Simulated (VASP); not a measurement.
Here is a VASP 6.6.1 calculation.

The input INCAR:

```
  ALGO = Normal
  EDIFF = 1E-8
  ENCUT = 520
  GGA = PE
  ISIF = 2
  ISMEAR = -1
  ISPIN = 2
  LASPH = T
  LCHARG = F
  LEFG = T
  LMAXMIX = 4
  LORBIT = 11
  LREAL = F
  LWAVE = F
  MAGMOM = 2 2
  NBANDS = 20
  NELM = 150
  PREC = Accurate
  SIGMA = 0.05
```

File KPOINTS:

```
k-points
0
Gamma
  19 19 10
```

Contents of POSCAR:

```
Co
1.0
    2.5105760544      0.0000000000      0.0000000000
   -1.2552880272      2.1742226413      0.0000000000
    0.0000000000      0.0000000000      4.0773176236
Co
2
Direct
    0.3333333333      0.6666666667      0.2500000000
    0.6666666667      0.3333333333      0.7500000000
```

Potentials or basis: VASP PAW PBE potentials, release 64 (Co).

Launch:

```console
$ cat potpaw_PBE.64/Co/POTCAR > POTCAR
$ mpirun -np 1 vasp_std > vasp.out
```

**Question.** What does it give for the net moment?

**Answer.** 3.26 μB per cell.

**Question.** Predict the pressure.

**Answer.** -5.4 GPa.

**Question.** What does it give for the site moments?

**Answer.** Co +1.65 μB.

Stress tensor (GPa, compression positive):
```
-4.91  0.00  0.00
 0.00 -4.91  0.00
 0.00  0.00 -6.41
```

Caveat: without QUAD_EFG the Cq values of the log hold for a quadrupole moment of 1 mb, not for the nuclei.
